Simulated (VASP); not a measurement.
# Al in VASP: single point with PBEsol

Aim: the single point of Al with PBEsol.

Everything below comes from runs of VASP 6.6.1. Logs are shortened: lines on timing, memory, paths and dates and some standing lists are left out, and cuts for length are marked.

## (1) The cell of the first run

The cell holds a slab with vacuum, 32 atoms: a = 5.654 Å, b = 5.654 Å, c = 38.395 Å, α = 90.00°, β = 90.00°, γ = 120.00°.

## (2) Single point, PBEsol

INCAR reads:

```
  PREC = Accurate
  ENCUT = 400
  EDIFF = 1E-6
  ISMEAR = 0
  SIGMA = 0.1
  LREAL = Auto
  LASPH = T
  NELM = 120
  ALGO = Normal
  ISIF = 2
  LWAVE = F
  LCHARG = F
  LDIPOL = T
  IDIPOL = 3
  DIPOL = 0.5 0.5 0.472
  GGA = PS
  NBANDS = 70
  GGA_COMPAT = F
  NELMDL = -8
```

KPOINTS reads:

```
regular mesh
0
Gamma
  6 6 1
```

POSCAR reads:

```
Al
1.0
    5.6541540400      0.0000000000      0.0000000000
   -2.8270770200      4.8966410400      0.0000000000
    0.0000000000      0.0000000000     38.3954875961
Al
32
Direct
    0.1666666666      0.3333333332      0.2604472720
    0.1666666664      0.8333333330      0.2604472720
    0.6666666668      0.3333333332      0.2604472720
    0.6666666666      0.8333333330      0.2604472720
    0.0000000000      0.0000000000      0.3202589380
   -0.0000000002      0.4999999998      0.3202589380
    0.5000000002      0.0000000000      0.3202589380
    0.5000000000      0.4999999998      0.3202589380
    0.3333333334      0.1666666666      0.3800706129
    0.3333333332      0.6666666664      0.3800706129
    0.8333333336      0.1666666666      0.3800706129
    0.8333333334      0.6666666664      0.3800706129
    0.0000000000      0.0000000000      0.4398822790
   -0.0000000002      0.4999999998      0.4398822790
    0.5000000002      0.0000000000      0.4398822790
    0.5000000000      0.4999999998      0.4398822790
    0.1673789746      0.3336894872      0.5004165177
    0.1666666664      0.8333333330      0.5003561086
    0.6663105128      0.3336894872      0.5004165177
    0.6663105126      0.8326210249      0.5004165177
   -0.0025381640      0.0025381639      0.5612470490
   -0.0025381642      0.4949236719      0.5612470490
    0.5050763281      0.0025381639      0.5612470490
    0.5000000000      0.4999999998      0.5612995024
    0.3256379046      0.1512758089      0.6204018288
    0.3256379043      0.6743620952      0.6204018288
    0.8333333336      0.1666666666      0.6288057392
    0.8487241911      0.6743620952      0.6204018288
    0.0012993108     -0.0012993108      0.6930872781
    0.0012993105      0.5025986213      0.6930872781
    0.4974013787     -0.0012993108      0.6930872781
    0.5000000000      0.4999999998      0.6707955525
```

Potentials or basis: VASP PAW PBE potentials, release 64 (Al).

Launch:

```console
> cat potpaw_PBE.64/Al/POTCAR > POTCAR
> mpirun -np 1 vasp_std > vasp.out
```

OUTCAR:

```text
PREC = Accurate
   ENCUT = 400
   EDIFF = 1E-6
   ISMEAR = 0
   LREAL = Auto
   LASPH = T
   NELM = 120
   ISIF = 2
   GGA = PS
   NELMDL = -8

 ion  position               nearest neighbor table
   1  0.167  0.333  0.260-   6 2.82   8 2.82   5 2.82   3 2.83   3 2.83   4 2.83   2 2.83   2 2.83
                             4 2.83
   2  0.167  0.833  0.260-   5 2.82   6 2.82   7 2.82   4 2.83   3 2.83   4 2.83   1 2.83   1 2.83
                             3 2.83
   3  0.667  0.333  0.260-   6 2.82   8 2.82   7 2.82   1 2.83   2 2.83   1 2.83   4 2.83   4 2.83
                             2 2.83
   4  0.667  0.833  0.260-   5 2.82   7 2.82   8 2.82   2 2.83   2 2.83   3 2.83   1 2.83   1 2.83
                             3 2.83
   5  0.000  0.000  0.320-   2 2.82   4 2.82   1 2.82  11 2.82   9 2.82  12 2.82   7 2.83   7 2.83
                             6 2.83   8 2.83   8 2.83   6 2.83
   6  1.000  0.500  0.320-   3 2.82   1 2.82   2 2.82  12 2.82  10 2.82  11 2.82   8 2.83   7 2.83
                             8 2.83   5 2.83   5 2.83   7 2.83
   7  0.500  0.000  0.320-   4 2.82   3 2.82   2 2.82  11 2.82   9 2.82  10 2.82   5 2.83   6 2.83
                             5 2.83   8 2.83   8 2.83   6 2.83
   8  0.500  0.500  0.320-   3 2.82   1 2.82   4 2.82  10 2.82  12 2.82   9 2.82   6 2.83   6 2.83
                             5 2.83   7 2.83   5 2.83   7 2.83
   9  0.333  0.167  0.380-  13 2.82  15 2.82  16 2.82   5 2.82   7 2.82   8 2.82  11 2.83  11 2.83
[... 33 lines left out ...]
  26  0.326  0.674  0.620-  32 2.58  28 2.70  25 2.70  22 2.78  23 2.78  24 2.84  27 2.85  27 2.85
                            28 2.96  25 2.96  30 3.21  31 3.21
  27  0.833  0.167  0.629-  25 2.85  26 2.85  25 2.85  28 2.85  28 2.85  26 2.85  29 2.97  31 2.97
                            30 2.97  21 3.05  23 3.05  22 3.05
  28  0.849  0.674  0.620-  32 2.58  26 2.70  25 2.70  22 2.78  21 2.78  24 2.84  27 2.85  27 2.85
                            25 2.96  26 2.96  30 3.21  29 3.21
  29  0.001  0.999  0.693-  31 2.81  30 2.81  31 2.85  30 2.85  32 2.95  32 2.95  27 2.97  25 3.21
                            28 3.21
  30  0.001  0.503  0.693-  29 2.81  31 2.81  31 2.85  29 2.85  32 2.95  32 2.95  27 2.97  28 3.21
                            26 3.21
  31  0.497  0.999  0.693-  29 2.81  30 2.81  29 2.85  30 2.85  32 2.95  32 2.95  27 2.97  25 3.21
                            26 3.21
  32  0.500  0.500  0.671-  28 2.58  26 2.58  25 2.58  30 2.95  29 2.95  30 2.95  31 2.95  31 2.95
                            29 2.95

  LATTYP: Found a hexagonal cell.
 ALAT       =     5.6541540400
 C/A-ratio  =     6.7906688294

  Lattice vectors:

 A1 = (   5.6541540400,   0.0000000000,   0.0000000000)
 A2 = (  -2.8270770200,   4.8966410400,   0.0000000000)
 A3 = (   0.0000000000,   0.0000000000,  38.3954875961)

Analysis of symmetry for initial positions (statically):
=====================================================================
 Subroutine PRICEL returns:
 Original cell was already a primitive cell.

 Routine SETGRP: Setting up the symmetry group for a
 hexagonal supercell.

 Subroutine GETGRP returns: Found  6 space group operations
 (whereof  2 operations were pure point group operations)
 out of a pool of 24 trial point group operations.

The static configuration has the point symmetry C_1h.
 The point group associated with its full space group is C_3v.

Analysis of symmetry for dynamics (positions and initial velocities):
=====================================================================
 Subroutine PRICEL returns:
 Original cell was already a primitive cell.

 Routine SETGRP: Setting up the symmetry group for a
 hexagonal supercell.

 Subroutine GETGRP returns: Found  6 space group operations
 (whereof  2 operations were pure point group operations)
 out of a pool of 24 trial point group operations.

The dynamic configuration has the point symmetry C_1h.
 The point group associated with its full space group is C_3v.

 Subroutine INISYM returns: Found  6 space group operations
 (whereof  2 operations are pure point group operations),
 and found     1 'primitive' translations

----------------------------------------------------------------------------------------

                                     Primitive cell

  volume of cell :    1063.0314

  direct lattice vectors                    reciprocal lattice vectors
     5.654154040  0.000000000  0.000000000     0.176861117  0.102110813  0.000000000
    -2.827077020  4.896641040  0.000000000     0.000000000  0.204221627  0.000000000
     0.000000000  0.000000000 38.395487596     0.000000000  0.000000000  0.026044727

  length of vectors
     5.654154040  5.654154044 38.395487596     0.204221627  0.204221627  0.026044727

  position of ions in fractional coordinates (direct lattice)
     0.166666667  0.333333333  0.260447272
     0.166666666  0.833333333  0.260447272
     0.666666667  0.333333333  0.260447272
     0.666666667  0.833333333  0.260447272
     0.000000000  0.000000000  0.320258938
     1.000000000  0.500000000  0.320258938
[... 24 lines left out ...]
     0.497401379  0.998700689  0.693087278
     0.500000000  0.500000000  0.670795553

  ion indices of the primitive-cell ions
   primitive index   ion index
                 1           1
                 2           2
                 3           3
                 4           4
                 5           5
                 6           6
[... 24 lines left out ...]
                31          31
                32          32

----------------------------------------------------------------------------------------

 KPOINTS: regular mesh

Automatic generation of k-mesh.
 Grid dimensions read from file:
 generate k-points for:    6    6    1

 Generating k-lattice:

  Cartesian coordinates                     Fractional coordinates (reciprocal lattice)
     0.029476853  0.017018469  0.000000000     0.166666667  0.000000000  0.000000000
     0.000000000  0.034036938  0.000000000     0.000000000  0.166666667  0.000000000
     0.000000000  0.000000000  0.026044727     0.000000000  0.000000000  1.000000000

  Length of vectors
     0.034036938  0.034036938  0.026044727

  Shift w.r.t. Gamma in fractional coordinates (k-lattice)
     0.000000000  0.000000000  0.000000000

 Subroutine IBZKPT returns following result:
 ===========================================

 Found      7 irreducible k-points:

 Following reciprocal coordinates:
            Coordinates               Weight
  0.000000  0.000000  0.000000      1.000000
  0.166667  0.000000  0.000000      6.000000
  0.333333  0.000000  0.000000      6.000000
  0.500000  0.000000  0.000000      3.000000
  0.166667  0.166667  0.000000      6.000000
  0.333333  0.166667  0.000000     12.000000
  0.333333  0.333333  0.000000      2.000000
   k-points           NKPTS =      7   k-points in BZ     NKDIM =      7   number of bands    NBANDS=     70
   number of dos      NEDOS =    301   number of ions     NIONS =     32
   total plane-waves  NPLWV = 400000
   dimension x,y,z NGX =    40 NGY =   40 NGZ =  250
   dimension x,y,z NGXF=    80 NGYF=   80 NGZF=  500
   ions per type =              32
   NGX,Y,Z   is equivalent  to a cutoff of  11.76, 11.76, 10.82 a.u.
   NGXF,Y,Z  is equivalent  to a cutoff of  23.52, 23.52, 21.65 a.u.
 SYSTEM =  unknown system
   PREC   = accura    normal or accurate (medium, high low for compatibility)
   ISTART =      0    job   : 0-new  1-cont  2-samecut
   ICHARG =      2    charge: 1-file 2-atom 10-const
   ISPIN  =      1    spin polarized calculation?
   LNONCOLLINEAR =      F non collinear calculations
   LSORBIT =      F    spin-orbit coupling
   LASPH  =      T    aspherical Exc in radial PAW
   ENCUT  =  400.0 eV  29.40 Ry    5.42 a.u.   9.22  9.22 62.61*2*pi/ulx,y,z
   NELM   =    120;   NELMIN=  2; NELMDL= -8     # of ELM steps
   EDIFF  = 0.1E-05   stopping-criterion for ELM
   LREAL  =      T    real-space projection
   EDIFFG = 0.1E-04   stopping-criterion for IOM
   NSW    =      0    number of steps for IOM
   IBRION =     -1    ionic relax: 0-MD 1-quasi-New 2-CG
   NFREE  =      0    steps in history (QN), initial steepest desc. (CG)
   ISIF   =      2    stress and relaxation
   ISYM   =      2    0-nonsym 1-usesym 2-fastsym
   POTIM  = 0.5000    time-step for ionic-motion
   TEBEG  =    0.0;   TEEND  =   0.0 temperature during run
   PSTRESS=    0.0 pullay stress
   NELECT =      96.0000    total number of electrons
   NUPDOWN=      -1.0000    fix difference up-down
   EMIN   =  10.00;   EMAX   =-10.00  energy-range for DOS
   EFERMI =   0.00;   METHOD = LEGACY
   ISMEAR =     0;   SIGMA  =   0.10  broadening in eV -4-tet -1-fermi 0-gaus
   EFERMI_NEDOS =   21; number of points for ismear=-14 and -15
   IALGO  =     38    algorithm
   IMIX   =      4    mixing-type and parameters
     AMIX     =   0.40;   BMIX     =  1.00
     AMIX_MAG =   1.60;   BMIX_MAG =  1.00
  volume/ion in A,a.u.               =      33.22       224.18
  Fermi-wavevector in a.u.,A,eV,Ry     =   0.734485  1.387976  7.339920  0.539469
  Thomas-Fermi vector in A             =   1.827450
   LORBIT       =      0    0 simple, 1 ext, 2 COOP (PROOUT), +10 PAW based schemes
   GGA     = PS    functional components
   LHFCALC =     F    Hartree Fock is set to
   AEXX    =    0.0000 exact exchange contribution
   IVDW    =     0    specifies the selected vdW correction
   LEPSILON=     F    determine dielectric tensor
   LRPA    =     F    only Hartree local field effects (RPA)
 non-spin polarized calculation
 Gauss-broadening in eV      SIGMA  =   0.10
  energy-cutoff  :      400.00
  volume of cell :     1063.03
 maximum number of plane-waves:     19354
 NGX is ok and might be reduce to    40
   NGX = 19   NGY = 19   NGZ =125

 dipolmoment           0.000000      0.000000      0.001576 electrons x Angstroem

 number of electron      96.0000000 magnetization

 dipolmoment           0.000000      0.000000     -0.003436 electrons x Angstroem

 Free energy of the ion-electron system (eV)
  ---------------------------------------------------
  ext. energy  EPLUGINS =         0.00000000
  ---------------------------------------------------
  free energy    TOTEN  =      -126.66560183 eV

  energy without entropy =     -126.62666970  energy(sigma->0) =     -126.64613577

 E-fermi :   1.8256     XC(G=0):  -5.5451

 val. band max:        1.7608351566   @ k =   0.1667   0.1667   0.0000
 cond. band min:       1.8719927209   @ k =   0.1667   0.0000   0.0000
 fundamental gap:      0.1111575643
 Fermi energy:         1.8256362961

 k-point     1 :       0.0000    0.0000    0.0000
  band No.  band energies     occupation
      1      -9.3131      2.00000
      2      -8.9774      2.00000
      3      -8.4580      2.00000
      4      -7.7713      2.00000
      5      -6.9339      2.00000
      6      -5.9894      2.00000
[... 430 lines left out ...]
     59       4.3774      0.00000
     60       4.4419      0.00000
 [bands above 60 left out]

------------------------ aborting loop because EDIFF is reached ----------------------------------------

 vacuum level on the upper side and lower side of the slab       (xc-potential included)        -0.149        -0.127

  FORCE on cell =-STRESS in cart. coord.  units (eV):
  Direction    XX          YY          ZZ          XY          YZ          ZX
  --------------------------------------------------------------------------------------
  -------------------------------------------------------------------------------------
  Total       -1.8947754     -1.8947754      2.7914157      0.0000000      0.0000000      0.0000000
  in kB       -2.8557634     -2.8557634      4.2071598      0.0000000      0.0000000      0.0000000
  external PRESSURE =      -0.5014557 kB  Pullay stress =       0.0000000 kB

 VOLUME and BASIS-vectors are now :
 -----------------------------------------------------------------------------
  energy-cutoff  :      400.00
  volume of cell :     1063.03
      direct lattice vectors                 reciprocal lattice vectors
     5.654154040  0.000000000  0.000000000     0.176861117  0.102110813  0.000000000
    -2.827077020  4.896641040  0.000000000     0.000000000  0.204221627  0.000000000
     0.000000000  0.000000000 38.395487596     0.000000000  0.000000000  0.026044727

 POSITION                                       TOTAL-FORCE (eV/Angst)
 -----------------------------------------------------------------------------------
      0.00000      1.63221     10.00000         0.010735      0.006198     -0.138184
     -1.41354      4.08053     10.00000         0.000000      0.000000     -0.164154
      2.82708      1.63221     10.00000        -0.010735      0.006198     -0.138184
      1.41354      4.08053     10.00000         0.000000     -0.012396     -0.138184
      0.00000      0.00000     12.29650        -0.005739      0.003314      0.057922
      4.24062      2.44832     12.29650         0.000000     -0.006627      0.057922
[... 24 lines left out ...]
     -0.01102      4.89028     26.61142         0.122055      0.070468     -0.477329
      1.41354      2.44832     25.75552         0.000000      0.000000      1.764615
 -----------------------------------------------------------------------------------
    total drift:                               -0.000000     -0.000000      0.002806

  FREE ENERGIE OF THE ION-ELECTRON SYSTEM (eV)
  ---------------------------------------------------
  free  energy   TOTEN  =      -126.6656018329 eV

  energy  without entropy=     -126.6266697034  energy(sigma->0) =     -126.64613577

 vacuum level on the upper side and lower side of the slab         5.851         5.872
```

Wall time 43 min (1 thread of Intel Xeon 8259CL, shared host); peak memory 0.84 GiB.

Results:

| Property | Result |
| --- | --- |
| Free energy | -126.6656 eV |
| Largest force | 1.765 eV/Å |
| Band gap on the k mesh | zero (bands 48 and 49 overlap by 1.08 eV) |

Forces on the atoms (eV/Å):
```
Al   0.011  0.006 -0.138
Al   0.000  0.000 -0.164
Al  -0.011  0.006 -0.138
Al   0.000 -0.012 -0.138
Al  -0.006  0.003  0.058
Al   0.000 -0.007  0.058
Al   0.006  0.003  0.058
Al   0.000  0.000  0.019
Al   0.000  0.029 -0.005
Al   0.025 -0.014 -0.005
Al   0.000  0.000 -0.011
Al  -0.025 -0.014 -0.005
Al   0.020 -0.012  0.117
Al   0.000  0.024  0.117
Al  -0.020 -0.012  0.117
Al   0.000  0.000  0.138
Al   0.010  0.006 -0.035
Al   0.000  0.000  0.052
Al  -0.010  0.006 -0.035
Al   0.000 -0.012 -0.035
Al   0.020 -0.012 -0.061
Al   0.000  0.023 -0.061
Al  -0.020 -0.012 -0.061
Al   0.000  0.000 -0.072
Al   0.000  0.047 -0.026
Al   0.041 -0.023 -0.026
Al   0.000  0.000 -0.025
Al  -0.041 -0.023 -0.026
Al  -0.122  0.070 -0.477
Al   0.000 -0.141 -0.477
Al   0.122  0.070 -0.477
Al   0.000  0.000  1.765
```

Caveat: the PAW data sets were made with another functional, which shifts forces and pressure a little.
